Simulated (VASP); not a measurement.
# LiB18N18 (a cell with a defect) in VASP: notebook

Runs on LiB18N18 (a cell with a defect). Level: PBE. Tasks: single point.

Everything below comes from runs of VASP 6.6.1. Logs are shortened: lines on timing, memory, paths and dates and some standing lists are left out, and cuts for length are marked.

### 1 The cell of the first run

The cell holds a defect, 37 atoms: a = 7.465 Å, b = 7.465 Å, c = 6.495 Å, α = 90.00°, β = 90.00°, γ = 120.00°.

### 2 Single point, PBE

INCAR

```
ALGO = Normal ; EDIFF = 1E-7
ENCUT = 520 ; GGA = PE
ISIF = 2 ; ISMEAR = -1
LASPH = True ; LCHARG = True
LELF = True ; LREAL = Auto
LVHAR = True ; LWAVE = False
NBANDS = 98 ; NELECT = 146.0
NELM = 80 ; PREC = Accurate
SIGMA = 0.01
```

KPOINTS

```
k-points
0
Gamma
  1 1 1
```

POSCAR

```
LiB18N18
1.0
    7.4650312800      0.0000000000      0.0000000000
   -3.7325156400      6.4649067300      0.0000000000
    0.0000000000      0.0000000000      6.4954828800
B N Li
18 18 1
Direct
    0.1108840785      0.2221965544      0.2408866329
    0.2218869576      0.1106883718      0.7620340306
    0.1112867678      0.5564221032      0.2402997635
    0.2207494923      0.4436484732      0.7611951400
    0.1121715983      0.8896751709      0.2502505249
    0.2223643173      0.7777822960      0.7542369198
    0.4436410660      0.2206413889      0.2369933119
    0.5561585932      0.1108917777      0.7617843186
    0.4413799804      0.5558104935      0.2151952404
    0.5548021645      0.4409860991      0.7915199062
    0.4440853493      0.8897152334      0.2476385559
    0.5559397517      0.7800711148      0.7678516120
    0.7779465848      0.2224104786      0.2448436905
    0.8895393002      0.1120554449      0.7504610650
    0.7807155236      0.5561803364      0.2277627433
    0.8896053983      0.4438679659      0.7550193097
    0.7789686604      0.8907068950      0.2422911474
    0.8906844130      0.7792709486      0.7605691665
    0.1116011250      0.2224630702      0.7547229499
    0.2225583655      0.1117204053      0.2461806196
    0.1113762597      0.5555803278      0.7510089843
    0.2215177991      0.4444882378      0.2284844757
    0.1113382172      0.8888448418      0.7530228453
    0.2225343674      0.7782300983      0.2495589674
    0.4441792124      0.2210628954      0.7776187072
    0.5557467865      0.1116453849      0.2477901997
    0.4455317153      0.5553732095      0.7744040117
    0.5557641980      0.4456217422      0.2236569670
    0.4445554782      0.8888893901      0.7577744551
    0.5554777066      0.7770251312      0.2395855749
    0.7779959329      0.2224802399      0.7523072711
    0.8890246006      0.1114780197      0.2490613908
    0.7765001257      0.5552193017      0.7651272572
    0.8891681556      0.4446508078      0.2389103364
    0.7776709251      0.8885968878      0.7550016051
    0.8885564757      0.7775849227      0.2452530519
    0.5973503961      0.5805554754      0.5020707560
```

Potentials or basis: VASP PAW PBE potentials, release 64 (B, N, Li_sv).

On the command line:

```console
$ cat potpaw_PBE.64/B/POTCAR potpaw_PBE.64/N/POTCAR potpaw_PBE.64/Li_sv/POTCAR > POTCAR
$ mpirun -np 1 vasp_gam > vasp.out
```

OUTCAR:

```text
EDIFF = 1E-7
   ENCUT = 520
   GGA = PE
   ISIF = 2
   ISMEAR = -1
   LASPH = True
   LREAL = Auto
   NELECT = 146.0
   NELM = 80
   PREC = Accurate

 ion  position               nearest neighbor table
   1  0.111  0.222  0.241-  32 1.44  20 1.44  22 1.44
   2  0.222  0.111  0.762-  23 1.44  19 1.44  25 1.44
   3  0.111  0.556  0.240-  24 1.44  34 1.44  22 1.44
   4  0.221  0.444  0.761-  19 1.43  21 1.43  27 1.46
   5  0.112  0.890  0.250-  24 1.43  20 1.44  36 1.45
   6  0.222  0.778  0.754-  23 1.44  29 1.44  21 1.44
   7  0.444  0.221  0.237-  20 1.43  26 1.43  28 1.46
   8  0.556  0.111  0.762-  29 1.44  31 1.44  25 1.44
   9  0.441  0.556  0.215-  22 1.42  30 1.44  28 1.45  37 2.16
  10  0.555  0.441  0.792-  25 1.42  33 1.44  27 1.45  37 2.10
  11  0.444  0.890  0.248-  24 1.43  26 1.43  30 1.45
  12  0.556  0.780  0.768-  29 1.43  35 1.44  27 1.45
  13  0.778  0.222  0.245-  32 1.44  26 1.44  34 1.44
  14  0.890  0.112  0.750-  31 1.44  19 1.44  35 1.44
  15  0.781  0.556  0.228-  34 1.42  36 1.44  28 1.45  37 2.31
  16  0.890  0.444  0.755-  31 1.43  21 1.43  33 1.45
  17  0.779  0.891  0.242-  32 1.43  36 1.44  30 1.45
[... 4 lines left out ...]
  22  0.222  0.444  0.228-   9 1.42   3 1.44   1 1.44
  23  0.111  0.889  0.753-  18 1.43   2 1.44   6 1.44
  24  0.223  0.778  0.250-  11 1.43   5 1.43   3 1.44
  25  0.444  0.221  0.778-  10 1.42   8 1.44   2 1.44
  26  0.556  0.112  0.248-   7 1.43  11 1.43  13 1.44
  27  0.446  0.555  0.774-  10 1.45  12 1.45   4 1.46  37 2.06
  28  0.556  0.446  0.224-   9 1.45  15 1.45   7 1.46  37 2.02
  29  0.445  0.889  0.758-  12 1.43   8 1.44   6 1.44
  30  0.555  0.777  0.240-   9 1.44  17 1.45  11 1.45
  31  0.778  0.222  0.752-  16 1.43  14 1.44   8 1.44
  32  0.889  0.111  0.249-  17 1.43   1 1.44  13 1.44
  33  0.777  0.555  0.765-  10 1.44  18 1.45  16 1.45
  34  0.889  0.445  0.239-  15 1.42   3 1.44  13 1.44
  35  0.778  0.889  0.755-  12 1.44  18 1.44  14 1.44
  36  0.889  0.778  0.245-  15 1.44  17 1.44   5 1.45
  37  0.597  0.581  0.502-  28 2.02  27 2.06  10 2.10   9 2.16  15 2.31

  LATTYP: Found a hexagonal cell.
 ALAT       =     7.4650312800
 C/A-ratio  =     0.8701213212

  Lattice vectors:

 A1 = (   7.4650312800,   0.0000000000,   0.0000000000)
 A2 = (  -3.7325156400,   6.4649067300,   0.0000000000)
 A3 = (   0.0000000000,   0.0000000000,   6.4954828800)

Analysis of symmetry for initial positions (statically):
=====================================================================
 Subroutine PRICEL returns:
 Original cell was already a primitive cell.

 Routine SETGRP: Setting up the symmetry group for a
 hexagonal supercell.

[... 170 lines left out ...]
   ISIF   =      2    stress and relaxation
   ISYM   =      2    0-nonsym 1-usesym 2-fastsym
   POTIM  = 0.5000    time-step for ionic-motion
   TEBEG  =    0.0;   TEEND  =   0.0 temperature during run
   PSTRESS=    0.0 pullay stress
   NELECT =     146.0000    total number of electrons
   NUPDOWN=      -1.0000    fix difference up-down
   EMIN   =  10.00;   EMAX   =-10.00  energy-range for DOS
   EFERMI =   0.00;   METHOD = LEGACY
   ISMEAR =    -1;   SIGMA  =   0.01  broadening in eV -4-tet -1-fermi 0-gaus
   EFERMI_NEDOS =   21; number of points for ismear=-14 and -15
   IALGO  =     38    algorithm
   IMIX   =      4    mixing-type and parameters
     AMIX     =   0.40;   BMIX     =  1.00
     AMIX_MAG =   1.60;   BMIX_MAG =  1.00
  volume/ion in A,a.u.               =       8.47        57.17
  Fermi-wavevector in a.u.,A,eV,Ry     =   1.268987  2.398039 21.909859  1.610329
  Thomas-Fermi vector in A             =   2.402053
   LORBIT       =      0    0 simple, 1 ext, 2 COOP (PROOUT), +10 PAW based schemes
   GGA     = PE    functional components
   LHFCALC =     F    Hartree Fock is set to
   AEXX    =    0.0000 exact exchange contribution
   IVDW    =     0    specifies the selected vdW correction
   LEPSILON=     F    determine dielectric tensor
   LRPA    =     F    only Hartree local field effects (RPA)
 non-spin polarized calculation
  energy-cutoff  :      520.00
  volume of cell :      313.48
 maximum number of plane-waves:      4207
 NGX is ok and might be reduce to    54
   NGX = 27   NGY = 27   NGZ = 25

 number of electron     146.0000009 magnetization

 Free energy of the ion-electron system (eV)
  ---------------------------------------------------
  ext. energy  EPLUGINS =         0.00000000
  ---------------------------------------------------
  free energy    TOTEN  =      -320.07448502 eV

  energy without entropy =     -320.07448502  energy(sigma->0) =     -320.07448502

 E-fermi :   3.0029     XC(G=0): -10.2933

 val. band max:        2.7187389712   @ k =   0.0000   0.0000   0.0000
 cond. band min:       7.5198902428   @ k =   0.0000   0.0000   0.0000
 fundamental gap:      4.8011512716
 Fermi energy:         3.0029320133

 k-point     1 :       0.0000    0.0000    0.0000
  band No.  band energies     occupation
      1     -42.2194      2.00000
      2     -15.1427      2.00000
      3     -14.7882      2.00000
      4     -13.2734      2.00000
      5     -13.1759      2.00000
      6     -13.1483      2.00000
[... 77 lines left out ...]
     84       9.7744      0.00000
     85      10.2031      0.00000
 [bands above 85 left out]

------------------------ aborting loop because EDIFF is reached ----------------------------------------

  FORCE on cell =-STRESS in cart. coord.  units (eV):
  Direction    XX          YY          ZZ          XY          YZ          ZX
  --------------------------------------------------------------------------------------
  -------------------------------------------------------------------------------------
  Total       15.0530484     14.8226185      6.8967341     -0.1309118      0.0973131     -0.1380416
  in kB       76.9360175     75.7582923     35.2491562     -0.6690890      0.4973663     -0.7055296
  external PRESSURE =      62.6478220 kB  Pullay stress =       0.0000000 kB

 VOLUME and BASIS-vectors are now :
 -----------------------------------------------------------------------------
  energy-cutoff  :      520.00
  volume of cell :      313.48
      direct lattice vectors                 reciprocal lattice vectors
     7.465031280  0.000000000  0.000000000     0.133957912  0.077340636  0.000000000
    -3.732515640  6.464906730  0.000000000     0.000000000  0.154681273  0.000000000
     0.000000000  0.000000000  6.495482880     0.000000000  0.000000000  0.153953142

 POSITION                                       TOTAL-FORCE (eV/Angst)
 -----------------------------------------------------------------------------------
     -0.00160      1.43648      1.56468         0.009303     -0.015231     -0.016901
      1.24325      0.71559      4.94978        -0.009787     -0.005278      0.019742
     -1.24609      3.59722      1.56086        -0.004958     -0.004474     -0.034430
     -0.00802      2.86815      4.94433        -0.019188     -0.021769     -0.026104
     -2.48336      5.75167      1.62550         0.005058     -0.012625     -0.000068
     -1.24313      5.02829      4.89913         0.000796     -0.025214      0.014405
[... 29 lines left out ...]
      3.73075      5.02701      1.59304        -0.019424     -0.018150      0.000885
      2.29231      3.75324      3.26119         0.197713      0.536185     -0.008938
 -----------------------------------------------------------------------------------
    total drift:                               -0.004270     -0.003952      0.002934

  FREE ENERGIE OF THE ION-ELECTRON SYSTEM (eV)
  ---------------------------------------------------
  free  energy   TOTEN  =      -320.0744850233 eV

  energy  without entropy=     -320.0744850233  energy(sigma->0) =     -320.07448502
```

stdout:

```text
POSCAR found type information on POSCAR B N Li
 POSCAR found :  3 types and      37 ions
 scaLAPACK will be used
 LDA part: xc-table for (Slater+PW92), standard interpolation
 POSCAR, INCAR and KPOINTS ok, starting setup
 FFT: planning ... GRIDC
 FFT: planning ... GRID_SOFT
 FFT: planning ... GRID
 WAVECAR not read
 entering main loop
 the old and the new charge density differ
 old charge density:   147.00000 new  146.00000
    0.343E+01
```

Run time: 73 s. Hardware: 1 thread of Intel Xeon Platinum 8488C (Sapphire Rapids), shared host; peak memory 0.36 GiB.

What came out:

```
Free energy   : -320.0745 eV
Largest force : 0.572 eV/Å
```

Forces in eV/Å, atoms in the order of the input:
```
B    0.009 -0.015 -0.017
B   -0.010 -0.005  0.020
B   -0.005 -0.004 -0.034
B   -0.019 -0.022 -0.026
B    0.005 -0.013  0.000
B    0.001 -0.025  0.014
B   -0.006 -0.020  0.046
B    0.003 -0.004  0.029
B    0.000 -0.027  0.029
B    0.013 -0.013 -0.037
B   -0.023 -0.015  0.009
B   -0.005 -0.007  0.011
B   -0.020 -0.007 -0.014
B   -0.012 -0.003 -0.002
B   -0.009 -0.018 -0.002
B   -0.012 -0.024 -0.010
B    0.007 -0.012 -0.006
B   -0.012 -0.019  0.007
N    0.013 -0.019 -0.006
N   -0.017  0.000  0.010
N   -0.003 -0.001 -0.007
N   -0.020 -0.020 -0.019
N   -0.010 -0.003  0.032
N    0.000 -0.019  0.000
N   -0.021 -0.031  0.005
N    0.010 -0.011  0.014
N   -0.017 -0.020 -0.037
N    0.005 -0.023  0.027
N   -0.017 -0.007  0.036
N    0.003 -0.019  0.037
N   -0.007 -0.019  0.002
N   -0.004 -0.013 -0.027
N   -0.012 -0.013 -0.043
N    0.010 -0.018 -0.035
N    0.000 -0.028  0.000
N   -0.019 -0.018  0.001
Li   0.198  0.536 -0.009
```

Caveat: the k points lie up to 0.97 Å⁻¹ apart, too coarse for converged energies, forces and pressures; the cell carries a net charge on a neutralising background, which shifts energy and pressure; the cell is charged against a uniform background, so pressure and absolute levels hang on convention; the cutoff is under 1.25 times the usual one of these potentials, so pressure, stress and relaxed cells hold a basis-set (Pulay) error.

### 3 Single point, PBE

INCAR

```
PREC     = Accurate       # precision mode
ENCUT    = 520            # plane-wave cutoff, eV
EDIFF    = 1E-7           # SCF threshold, eV
ISMEAR   = -1             # smearing method
SIGMA    = 0.01           # smearing width, eV
LREAL    = Auto         
LASPH    = T              # aspherical terms in the spheres
NELM     = 100            # most SCF steps
ALGO     = Normal         # electronic algorithm
ISIF     = 2              # what is computed and relaxed
LWAVE    = F              # write WAVECAR
LCHARG   = F              # write CHGCAR
GGA      = PE             # functional
NELECT   = 146.0        
NBANDS   = 98             # bands
```

KPOINTS

```
regular mesh
0
Gamma
  1 1 1
```

POSCAR

```
LiB18N18
1.0
    7.4650312800      0.0000000000      0.0000000000
   -3.7325156400      6.4649067300      0.0000000000
    0.0000000000      0.0000000000      6.4954828800
B N Li
18 18 1
Direct
    0.1100671736      0.2218101606      0.2422027783
    0.2215206804      0.1101029032      0.7606181236
    0.1110602729      0.5566924861      0.2475912922
    0.2207268538      0.4448613290      0.7678325218
    0.1110983902      0.8886052406      0.2502228133
    0.2230064347      0.7784240686      0.7542988090
    0.4446113040      0.2200741727      0.2277886075
    0.5569239826      0.1111850534      0.7550313180
    0.4449810427      0.5594051316      0.2152705235
    0.5598104385      0.4459993192      0.7914404664
    0.4443508050      0.8894855317      0.2402846761
    0.5571450850      0.7800448190      0.7611897516
    0.7783639826      0.2228292008      0.2447719483
    0.8887347386      0.1112473900      0.7504681469
    0.7801379833      0.5571375041      0.2370000858
    0.8898909835      0.4446266775      0.7617707708
    0.7785773656      0.8898889404      0.2408583055
    0.8900963237      0.7788987854      0.7620437297
    0.1122050870      0.2231241780      0.7549782042
    0.2231981883      0.1122319363      0.2452632128
    0.1118955780      0.5562337015      0.7578288006
    0.2237523933      0.4452987677      0.2395741824
    0.1119434579      0.8894530486      0.7531363088
    0.2225422188      0.7782423181      0.2495223265
    0.4455732727      0.2242978995      0.7650732196
    0.5561244652      0.1116031569      0.2388530658
    0.4454220920      0.5552635405      0.7743287286
    0.5551615550      0.4450163197      0.2237605774
    0.4452078879      0.8894148423      0.7510534767
    0.5562888715      0.7792625958      0.2285078765
    0.7783107712      0.2227897571      0.7523138911
    0.8892993155      0.1117514962      0.2489296069
    0.7797255999      0.5566106597      0.7775563562
    0.8891319251      0.4450268380      0.2477392412
    0.7783294337      0.8891883890      0.7547212564
    0.8890556060      0.7782198893      0.2461746154
    0.4198965061      0.4030928997      0.5020827643
```

Potentials or basis: VASP PAW PBE potentials, release 64 (B, N, Li_sv).

On the command line:

```console
$ cat potpaw_PBE.64/B/POTCAR potpaw_PBE.64/N/POTCAR potpaw_PBE.64/Li_sv/POTCAR > POTCAR
$ mpirun -np 1 vasp_gam > vasp.out
```

Wall time 72 s (1 thread of Intel Xeon Platinum 8488C (Sapphire Rapids), shared host); peak memory 0.35 GiB.

The run converged. Its results:

* Free energy: -320.0761 eV
* Largest force: 0.572 eV/Å

Forces on the atoms (eV/Å):
```
B    0.015  0.001 -0.002
B    0.010  0.020  0.006
B    0.002  0.027  0.010
B    0.003  0.007  0.012
B    0.013  0.003  0.000
B    0.022  0.014  0.016
B    0.011  0.015 -0.003
B    0.015  0.021 -0.011
B    0.023  0.011  0.029
B    0.018 -0.005 -0.039
B    0.001  0.008 -0.036
B    0.009  0.027 -0.028
B   -0.002  0.022 -0.015
B   -0.002  0.012 -0.002
B    0.015  0.015  0.048
B    0.006  0.001  0.030
B    0.019  0.000 -0.018
B   -0.001  0.012  0.020
N    0.023  0.014  0.001
N    0.007  0.025  0.000
N   -0.002  0.019  0.034
N    0.018  0.008  0.037
N   -0.001  0.009  0.031
N    0.016  0.009  0.000
N    0.006  0.015 -0.040
N    0.020  0.000 -0.033
N    0.009  0.024 -0.036
N    0.021  0.007  0.025
N   -0.001  0.003 -0.007
N    0.007  0.027 -0.018
N    0.013  0.016  0.001
N    0.009  0.010 -0.026
N    0.017  0.032  0.006
N    0.014 -0.002  0.015
N    0.022 -0.001 -0.006
N   -0.008  0.014  0.010
Li  -0.365 -0.440 -0.009
```

Levels at points of the mesh, in eV from the Fermi level:
```tsv
k point	band 71	band 72	band 73	band 74	band 75	band 76
(0.00, 0.00, 0.00)	-0.39	-0.31	-0.29	4.51	4.56	4.70
```

Caveat: the k points lie up to 0.97 Å⁻¹ apart, too coarse for converged energies, forces and pressures; the cell carries a net charge on a neutralising background, which shifts energy and pressure; the cell is charged against a uniform background, so pressure and absolute levels hang on convention; the cutoff is under 1.25 times the usual one of these potentials, so pressure, stress and relaxed cells hold a basis-set (Pulay) error.
